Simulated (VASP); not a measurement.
# CdS (Hawleyite) in VASP: further runs

The runs below take CdS (Hawleyite) through single point, relaxation of cell and atoms, with r2SCAN.

Everything below comes from runs of VASP 6.6.1. Logs are shortened: lines on timing, memory, paths and dates and some standing lists are left out, and cuts for length are marked.

## (1) The cell of the first run

Symmetry: I-4m2, No. 119, tetragonal system. The conventional cell has a = 4.178 Å, b = 4.178 Å, c = 5.861 Å, α = 90.00°, β = 90.00°, γ = 90.00°. Within 3.4 Å of Cd (site symmetry -4m2) lie 4 S at 2.55 Å. S (site symmetry -4m2) has 4 Cd at 2.55 Å within 3.4 Å.

## (2) Single point, r2SCAN (in-plane strain +0.005)

Input file POSCAR:

```
CdS
1.0
    2.9539706053      2.9539706053      0.0000000000
   -2.9539706053      2.9539706053      0.0000000000
    0.0000000000      2.9539706053      2.9304564114
Cd S
1 1
Direct
    0.0000000000      0.0000000000      0.0000000000
    0.7500000000      0.2500000000      0.5000000000
```

Input file INCAR.step1:

```
PREC = Accurate
ENCUT = 520
ISMEAR = 0
SIGMA = 0.01
LREAL = False
LASPH = True
NELM = 100
NBANDS = 16
GGA = PE
ALGO = Normal
EDIFF = 1E-4
LWAVE = True
LCHARG = False
```

Input file INCAR.step2:

```
PREC = Accurate
ENCUT = 520
EDIFF = 1E-6
ISMEAR = 0
SIGMA = 0.01
LREAL = False
LASPH = True
NELM = 100
ALGO = Normal
ISIF = 2
LWAVE = False
LCHARG = False
METAGGA = R2SCAN
LMIXTAU = True
NBANDS = 16
ISTART = 1
```

Input file KPOINTS:

```
regular mesh
0
Gamma
  8 8 8
```

Potentials or basis: VASP PAW PBE potentials, release 64 (Cd, S).

The run is started by

```sh
$ cat potpaw_PBE.64/Cd/POTCAR potpaw_PBE.64/S/POTCAR > POTCAR
$ cp INCAR.step1 INCAR
$ mpirun -np 1 vasp_std > vasp.out
$ cp INCAR.step2 INCAR
$ mpirun -np 1 vasp_std > vasp.out
```

OUTCAR:

```text
PREC = Accurate
   ENCUT = 520
   EDIFF = 1E-6
   ISMEAR = 0
   LREAL = False
   LASPH = True
   NELM = 100
   ISIF = 2
   METAGGA = R2SCAN
   ISTART = 1

 ion  position               nearest neighbor table
   1  0.000  0.000  0.000-   2 2.55   2 2.55   2 2.55   2 2.55
   2  0.750  0.250  0.500-   1 2.55   1 2.55   1 2.55   1 2.55

  LATTYP: Found a body centered tetragonal cell.
 ALAT       =     4.1775452929
 C/A-ratio  =     1.4029561410

  Lattice vectors:

 A1 = (   2.9539706053,   0.0000000000,  -2.9304564114)
 A2 = (  -2.9539706053,   0.0000000000,  -2.9304564114)
 A3 = (   0.0000000000,   2.9539706053,   2.9304564114)

Analysis of symmetry for initial positions (statically):
=====================================================================
 Subroutine PRICEL returns:
 Original cell was already a primitive cell.

 Routine SETGRP: Setting up the symmetry group for a
 body centered tetragonal supercell.

 Subroutine GETGRP returns: Found  8 space group operations
 (whereof  8 operations were pure point group operations)
 out of a pool of 16 trial point group operations.

The static configuration has the point symmetry D_2d.

Analysis of symmetry for dynamics (positions and initial velocities):
=====================================================================
 Subroutine PRICEL returns:
 Original cell was already a primitive cell.

 Routine SETGRP: Setting up the symmetry group for a
 body centered tetragonal supercell.

 Subroutine GETGRP returns: Found  8 space group operations
 (whereof  8 operations were pure point group operations)
 out of a pool of 16 trial point group operations.

The dynamic configuration has the point symmetry D_2d.

 Subroutine INISYM returns: Found  8 space group operations
 (whereof  8 operations are pure point group operations),
 and found     1 'primitive' translations

----------------------------------------------------------------------------------------

                                     Primitive cell

  volume of cell :      51.1420

  direct lattice vectors                    reciprocal lattice vectors
     2.953970605  2.953970605  0.000000000     0.169263702  0.169263702 -0.170621886
    -2.953970605  2.953970605  0.000000000    -0.169263702  0.169263702 -0.170621886
     0.000000000  2.953970605  2.930456411     0.000000000  0.000000000  0.341243772

  length of vectors
     4.177545293  4.177545293  4.160951468     0.293959571  0.293959571  0.341243772

  position of ions in fractional coordinates (direct lattice)
     0.000000000  0.000000000  0.000000000
[... 79 lines left out ...]
   LREAL  =      F    real-space projection
   EDIFFG = 0.1E-04   stopping-criterion for IOM
   NSW    =      0    number of steps for IOM
   IBRION =     -1    ionic relax: 0-MD 1-quasi-New 2-CG
   NFREE  =      0    steps in history (QN), initial steepest desc. (CG)
   ISIF   =      2    stress and relaxation
   ISYM   =      2    0-nonsym 1-usesym 2-fastsym
   POTIM  = 0.5000    time-step for ionic-motion
   TEBEG  =    0.0;   TEEND  =   0.0 temperature during run
   PSTRESS=    0.0 pullay stress
   NELECT =      18.0000    total number of electrons
   NUPDOWN=      -1.0000    fix difference up-down
   EMIN   =  10.00;   EMAX   =-10.00  energy-range for DOS
   EFERMI =   0.00;   METHOD = LEGACY
   ISMEAR =     0;   SIGMA  =   0.01  broadening in eV -4-tet -1-fermi 0-gaus
   EFERMI_NEDOS =   21; number of points for ismear=-14 and -15
   IALGO  =     38    algorithm
   IMIX   =      4    mixing-type and parameters
     AMIX     =   0.40;   BMIX     =  1.00
     AMIX_MAG =   1.60;   BMIX_MAG =  1.00
  volume/ion in A,a.u.               =      25.57       172.56
  Fermi-wavevector in a.u.,A,eV,Ry     =   1.155863  2.184265 18.177654  1.336020
  Thomas-Fermi vector in A             =   2.292488
   LORBIT       =      0    0 simple, 1 ext, 2 COOP (PROOUT), +10 PAW based schemes
   METAGGA = R2SCAN    functional components
   LHFCALC =     F    Hartree Fock is set to
   AEXX    =    0.0000 exact exchange contribution
   IVDW    =     0    specifies the selected vdW correction
   LEPSILON=     F    determine dielectric tensor
   LRPA    =     F    only Hartree local field effects (RPA)
 non-spin polarized calculation
 Gauss-broadening in eV      SIGMA  =   0.01
  energy-cutoff  :      520.00
  volume of cell :       51.14
 maximum number of plane-waves:      1395
   NGX = 15   NGY = 15   NGZ = 15

 number of electron      18.0000004 magnetization

 Free energy of the ion-electron system (eV)
  ---------------------------------------------------
  ext. energy  EPLUGINS =         0.00000000
  ---------------------------------------------------
  free energy    TOTEN  =       -29.68603788 eV

  energy without entropy =      -29.68603788  energy(sigma->0) =      -29.68603788

 E-fermi :   0.8937     XC(G=0):  -9.5845

 val. band max:        0.8094560377   @ k =   0.0000   0.0000   0.0000
 cond. band min:       2.3154769871   @ k =   0.0000   0.0000   0.0000
 fundamental gap:      1.5060209494
 Fermi energy:         0.8937245707

 k-point     1 :       0.0000    0.0000    0.0000
  band No.  band energies     occupation
      1     -11.8945      2.00000
      2      -7.0702      2.00000
      3      -7.0702      2.00000
      4      -7.0655      2.00000
      5      -6.5992      2.00000
      6      -6.5969      2.00000
[... 433 lines left out ...]
      3      -6.9522      2.00000
      4      -6.6937      2.00000
      5      -6.6088      2.00000
      6      -6.5499      2.00000
[... 8 lines left out ...]
     15      12.8785      0.00000
     16      13.6600      0.00000

 [... further k-points ...]

------------------------ aborting loop because EDIFF is reached ----------------------------------------

  FORCE on cell =-STRESS in cart. coord.  units (eV):
  Direction    XX          YY          ZZ          XY          YZ          ZX
  --------------------------------------------------------------------------------------
  -------------------------------------------------------------------------------------
  Total       -0.0615032     -0.0615032     -0.0150413      0.0000000      0.0000000     -0.0000000
  in kB       -1.9267732     -1.9267732     -0.4712151      0.0000000      0.0000000     -0.0000000
  external PRESSURE =      -1.4415871 kB  Pullay stress =       0.0000000 kB

 VOLUME and BASIS-vectors are now :
 -----------------------------------------------------------------------------
  energy-cutoff  :      520.00
  volume of cell :       51.14
      direct lattice vectors                 reciprocal lattice vectors
     2.953970605  2.953970605  0.000000000     0.169263702  0.169263702 -0.170621886
    -2.953970605  2.953970605  0.000000000    -0.169263702  0.169263702 -0.170621886
     0.000000000  2.953970605  2.930456411     0.000000000  0.000000000  0.341243772

 POSITION                                       TOTAL-FORCE (eV/Angst)
 -----------------------------------------------------------------------------------
      0.00000      0.00000      0.00000         0.000000     -0.000000      0.000000
      1.47699      4.43096      1.46523        -0.000000      0.000000      0.000000
 -----------------------------------------------------------------------------------
    total drift:                                0.000006     -0.000000      0.000000

  FREE ENERGIE OF THE ION-ELECTRON SYSTEM (eV)
  ---------------------------------------------------
  free  energy   TOTEN  =       -29.6860378816 eV

  energy  without entropy=      -29.6860378816  energy(sigma->0) =      -29.68603788
```

Wall time 54 s (1 thread of Intel Xeon 6975P-C (Granite Rapids), shared host); peak memory 0.21 GiB.

Results:

- Free energy: -29.6860 eV
- Pressure: -0.1 GPa
- Band gap on the k mesh: 1.51 eV, direct

Stress tensor (GPa, compression positive):
```
-0.19  0.00  0.00
 0.00 -0.19  0.00
 0.00  0.00 -0.05
```

Caveat: the cell differs from its parent crystal (in-plane strain +0.005); the PAW data sets were made with another functional, which shifts forces and pressure a little.

## (3) Single point, r2SCAN (in-plane strain +0.01, then relaxed in part)

Input file POSCAR:

```
CdS
1.0
    2.9686669765      2.9686669765      0.0000000000
   -2.9686669765      2.9686669765      0.0000000000
    0.0000000000      2.9686669765      2.8940200931
Cd S
1 1
Direct
    0.0000000000      0.0000000000      0.0000000000
    0.7500000000      0.2500000000      0.5000000000
```

Input file INCAR.step1:

```
SYSTEM = CdS
PREC = Accurate
ENCUT = 520
ISMEAR = 0
SIGMA = 0.01
LREAL = .False.
LASPH = .True.
NELM = 60
NBANDS = 16
GGA = PE
ALGO = Normal
EDIFF = 1E-4
LWAVE = .True.
LCHARG = .False.
```

Input file INCAR.step2:

```
SYSTEM = CdS
PREC = Accurate
ENCUT = 520
EDIFF = 1E-7
ISMEAR = 0
SIGMA = 0.01
LREAL = .False.
LASPH = .True.
NELM = 60
ALGO = Normal
ISIF = 2
LWAVE = .False.
LCHARG = .False.
METAGGA = R2SCAN
LMIXTAU = .True.
NBANDS = 16
ISTART = 1
```

Input file KPOINTS:

```
Automatic mesh
0
Gamma
  8 8 8
  0 0 0
```

Potentials or basis: VASP PAW PBE potentials, release 64 (Cd, S).

The run is started by

```sh
$ cat potpaw_PBE.64/Cd/POTCAR potpaw_PBE.64/S/POTCAR > POTCAR
$ cp INCAR.step1 INCAR
$ mpirun -np 1 vasp_std > vasp.out
$ cp INCAR.step2 INCAR
$ mpirun -np 1 vasp_std > vasp.out
```

OUTCAR:

```text
SYSTEM = CdS
   PREC = Accurate
   ENCUT = 520
   EDIFF = 1E-7
   ISMEAR = 0
   LREAL = .False.
   LASPH = .True.
   NELM = 60
   ISIF = 2
   METAGGA = R2SCAN
   ISTART = 1

 ion  position               nearest neighbor table
   1  0.000  0.000  0.000-   2 2.55   2 2.55   2 2.55   2 2.55
   2  0.750  0.250  0.500-   1 2.55   1 2.55   1 2.55   1 2.55

  LATTYP: Found a body centered tetragonal cell.
 ALAT       =     4.1983291003
 C/A-ratio  =     1.3786532804

  Lattice vectors:

[... 644 lines left out ...]

  FORCE on cell =-STRESS in cart. coord.  units (eV):
  Direction    XX          YY          ZZ          XY          YZ          ZX
  --------------------------------------------------------------------------------------
  -------------------------------------------------------------------------------------
  Total       -0.0485563     -0.0485563      0.0921109      0.0000000      0.0000000      0.0000000
  in kB       -1.5251125     -1.5251125      2.8931236      0.0000000      0.0000000      0.0000000
  external PRESSURE =      -0.0523671 kB  Pullay stress =       0.0000000 kB

 VOLUME and BASIS-vectors are now :
 -----------------------------------------------------------------------------
  energy-cutoff  :      520.00
  volume of cell :       51.01
      direct lattice vectors                 reciprocal lattice vectors
     2.968666977  2.968666977  0.000000000     0.168425763  0.168425763 -0.172770051
    -2.968666977  2.968666977  0.000000000    -0.168425763  0.168425763 -0.172770051
     0.000000000  2.968666977  2.894020093     0.000000000  0.000000000  0.345540103

 POSITION                                       TOTAL-FORCE (eV/Angst)
 -----------------------------------------------------------------------------------
      0.00000      0.00000      0.00000         0.000000     -0.000000      0.000000
      1.48433      4.45300      1.44701        -0.000000      0.000000      0.000000
 -----------------------------------------------------------------------------------
    total drift:                                0.000009     -0.000000     -0.000000

  FREE ENERGIE OF THE ION-ELECTRON SYSTEM (eV)
  ---------------------------------------------------
  free  energy   TOTEN  =       -29.6849906005 eV

  energy  without entropy=      -29.6849906005  energy(sigma->0) =      -29.68499060
```

OUTCAR.step1:

```text
SYSTEM = CdS
   PREC = Accurate
   ENCUT = 520
   ISMEAR = 0
   LREAL = .False.
   LASPH = .True.
[... 678 lines left out ...]
      0.00000      0.00000      0.00000         0.000000     -0.000000      0.000000
      1.48433      4.45300      1.44701        -0.000000      0.000000      0.000000
 -----------------------------------------------------------------------------------
    total drift:                                0.000001     -0.000000      0.000000

  FREE ENERGIE OF THE ION-ELECTRON SYSTEM (eV)
  ---------------------------------------------------
  free  energy   TOTEN  =        -6.1403383243 eV

  energy  without entropy=       -6.1403383243  energy(sigma->0) =       -6.14033832
```

OSZICAR.step1:

```text
N       E                     dE             d eps       ncg     rms          rms(c)
DAV:   1     0.106957605363E+03    0.10696E+03   -0.90693E+03  1976   0.102E+03
DAV:   2    -0.241231068454E+01   -0.10937E+03   -0.10307E+03  2296   0.251E+02
DAV:   3    -0.666303190808E+01   -0.42507E+01   -0.42422E+01  2400   0.512E+01
DAV:   4    -0.668921347289E+01   -0.26182E-01   -0.26179E-01  2424   0.397E+00
DAV:   5    -0.668957295428E+01   -0.35948E-03   -0.35948E-03  2352   0.440E-01    0.764E+00
DAV:   6    -0.615832871671E+01    0.53124E+00   -0.85433E-01  2816   0.114E+01    0.621E+00
DAV:   7    -0.613993334151E+01    0.18395E-01   -0.19053E-01  2392   0.298E+00    0.306E+00
DAV:   8    -0.614018045729E+01   -0.24712E-03   -0.17045E-02  2320   0.163E+00    0.287E-01
DAV:   9    -0.614011814435E+01    0.62313E-04   -0.19807E-03  2344   0.640E-01    0.596E-02
DAV:  10    -0.614025284718E+01   -0.13470E-03   -0.24476E-04  2384   0.153E-01    0.697E-02
DAV:  11    -0.614033832431E+01   -0.85477E-04   -0.13853E-04  2144   0.908E-02
   1 F= -.61403383E+01 E0= -.61403383E+01  d E =-.973021E-29
```

It took 60 s on 1 thread of Intel Xeon 6975P-C (Granite Rapids), shared host; peak memory 0.21 GiB.

Results:

| Quantity | Value |
| --- | --- |
| Free energy | -29.6850 eV |
| Pressure | 0.0 GPa |
| Band gap on the k mesh | 1.48 eV, direct |

Caveat: the cell differs from its parent crystal (in-plane strain +0.01, then relaxed in part); the PAW data sets were made with another functional, which shifts forces and pressure a little.

[end of part 1 of 3]
